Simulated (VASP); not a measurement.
Here is a VASP 6.6.1 calculation.

File INCAR:

```
PREC = Accurate
ENCUT = 520
EDIFF = 1E-7
ISMEAR = 0
SIGMA = 0.1
LREAL = False
LASPH = True
NELM = 60
ALGO = Normal
ISIF = 2
LWAVE = False
LCHARG = False
GGA = PE
NBANDS = 12
```

The input KPOINTS:

```
Automatic mesh
0
Gamma
  6 6 6
```

File POSCAR:

```
Be2S
1.0
    3.5772772682      0.0000000000      0.0000000000
   -1.7886386341      3.0980129907      0.0000000000
    0.0000000000      0.0000000000      3.1756989442
Be S
2 1
Direct
    0.3333333333      0.6666666667      0.5000000000
    0.6666666667      0.3333333333      0.5000000000
    0.0000000000      0.0000000000      0.0000000000
```

Potentials or basis: VASP PAW PBE potentials, release 64 (Be, S).

Run with:

```bash
$ cat potpaw_PBE.64/Be/POTCAR potpaw_PBE.64/S/POTCAR > POTCAR
$ mpirun -np 1 vasp_std > vasp.out
```

(1) What does it give for the band gap on the k mesh?

(2) Estimate the pressure.

Results:

(1) zero (band 5 reaches 8.15 eV, above the bottom of band 6 at 3.98 eV).

(2) 0.0 GPa.
